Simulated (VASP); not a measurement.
Wanted: the native input for a VASP 6.6.1 run.

```
Task                   : single point
Functional             : r2SCAN
Potentials or basis    : VASP PAW PBE potentials, release 64 (Pb_d, Te)
Cutoff                 : 520 eV
k mesh                 : 8 × 8 × 8
Occupations            : gaussian, width 0.01 eV
Spin                   : no spin polarisation
Dipole correction      : no
Further INCAR settings : ALGO = Normal; EDIFF = 1e-06; NBANDS = 17
```

Crystal: TePb.

```
Pb Te
1.0
     0.00000    3.26784    3.26784
     3.26784    0.00000    3.26784
     3.26784    3.26784    0.00000
Pb Te
1 1
Direct
  0.00000 0.00000 0.00000
  0.50000 0.50000 0.50000
```

These files were run (other wordings do the same):

POSCAR

```
TePb
1.0
    0.0000000000      3.2678368430      3.2678368430
    3.2678368430      0.0000000000      3.2678368430
    3.2678368430      3.2678368430      0.0000000000
Pb Te
1 1
Direct
    0.0000000000      0.0000000000      0.0000000000
    0.5000000000      0.5000000000      0.5000000000
```

INCAR.step1

```
PREC = Accurate
ENCUT = 520
ISMEAR = 0
SIGMA = 0.01
LREAL = False
LASPH = True
NELM = 80
NBANDS = 17
GGA = PE
ALGO = Normal
EDIFF = 1E-4
LWAVE = True
LCHARG = False
```

INCAR.step2

```
PREC = Accurate
ENCUT = 520
EDIFF = 1E-6
ISMEAR = 0
SIGMA = 0.01
LREAL = False
LASPH = True
NELM = 80
ALGO = Normal
ISIF = 2
LWAVE = False
LCHARG = False
METAGGA = R2SCAN
LMIXTAU = True
NBANDS = 17
ISTART = 1
```

KPOINTS

```
Automatic mesh
0
Gamma
  8 8 8
```

Potentials or basis: VASP PAW PBE potentials, release 64 (Pb_d, Te).

Run with:

```bash
$ cat potpaw_PBE.64/Pb_d/POTCAR potpaw_PBE.64/Te/POTCAR > POTCAR
$ cp INCAR.step1 INCAR
$ mpirun -np 1 vasp_std > vasp.out
$ cp INCAR.step2 INCAR
$ mpirun -np 1 vasp_std > vasp.out
```

It gave:

```
Pressure               : 0.0 GPa
Band gap on the k mesh : 1.09 eV
```

Caveat: the PAW data sets were made with another functional, which shifts forces and pressure a little; spin-orbit coupling is left out, which moves the levels of the heavy elements.

Wall time 2.1 min on 1 thread of Intel(R) Xeon(R) Platinum 8259CL CPU @ 2.50GHz (Skylake/Cascade Lake), with other jobs on the host, peak memory 0.23 GiB.
